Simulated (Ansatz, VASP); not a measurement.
## One calculation of NbRh, two programs

```
CELL_PARAMETERS angstrom
2.84200 0.00000 0.00000
0.00000 2.84200 0.00000
0.00000 0.00000 3.80900
ATOMIC_POSITIONS crystal
Nb 0.00000 0.00000 0.00000
Rh 0.50000 0.50000 0.50000
```

Alike in both runs: task relaxation of cell and atoms; functional LDA; k mesh 14 × 14 × 12; occupations gaussian, width 0.1 eV; no spin polarisation.

|  | VASP | Ansatz |
| --- | --- | --- |
| version | VASP 6.6.1 | Ansatz 0.2.0 |
| potentials or method | VASP PAW LDA potentials, release 64 (Nb_sv, Rh_pv), cutoff 600 eV | scalar-relativistic, plane waves, PAW |
| valence electrons in the cell | 28 | 30 |

Ansatz gave:

| Quantity | Value |
| --- | --- |
| gap on the k mesh at the Fermi level, each at its own relaxed structure (eV) | none |
| relaxed volume (Å³/atom) | 15.02 |
| relaxed cell length with the largest relative difference (Å) | 3.813 |

Task: Which values does VASP return?

Result: gap on the k mesh at the Fermi level, each at its own relaxed structure (eV): none; relaxed volume (Å³/atom): 15.03; relaxed cell length with the largest relative difference (Å): 3.815.

LDA's correlation is that of Perdew and Zunger in VASP and of Perdew and Wang (1992) in Ansatz. A gap of «none» marks a metal or a gap that the smearing closes. VASP's potentials hold 28 valence electrons a cell and Ansatz's 30, so a difference there can come from the potentials and not from the codes.
